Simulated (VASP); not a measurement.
Here is a VASP 6.6.1 calculation.

INCAR

```
SYSTEM = Mn
  PREC = Accurate
  ENCUT = 520
  EDIFF = 1E-7
  ISMEAR = -1
  SIGMA = 0.05
  LREAL = .FALSE.
  LASPH = .TRUE.
  NELM = 150
  ALGO = Normal
  ISIF = 2
  LWAVE = .FALSE.
  LCHARG = .FALSE.
  ISPIN = 2
  MAGMOM = 3 -3
  LORBIT = 11
  LMAXMIX = 4
  GGA = B5
  ALDAX = 1.0
  AGGAX = 1.0
  AGGAC = 1.0
  ALDAC = 0.0
  NBANDS = 24
```

The input KPOINTS:

```
regular mesh
0
G
  12 12 9
  0 0 0
```

Contents of POSCAR:

```
Mn
1.0
    2.6043897618      0.0000000000      0.0000000000
    0.0000000000      2.6043897618      0.0000000000
    0.0000000000      0.0000000000      3.5231698705
Mn
2
Direct
    0.0000000000      1.0000000000      0.0000000000
    0.5000000000      0.5000000000      0.5000000000
```

Potentials or basis: VASP PAW PBE potentials, release 64 (Mn_pv).

The run is started by

```bash
$ cat potpaw_PBE.64/Mn_pv/POTCAR > POTCAR
$ mpirun -np 1 vasp_std > vasp.out
```

(1) Estimate the band gap on the k mesh.

(2) Predict the net moment.

(3) Estimate the site moments.

(4) Predict the pressure.

Answers

(1) zero (filled and empty bands overlap).

(2) 0.00 μB per cell.

(3) Mn +1.96, -1.96 μB.

(4) 0.3 GPa.

Caveat: the PAW data sets were made with another functional, which shifts forces and pressure a little.
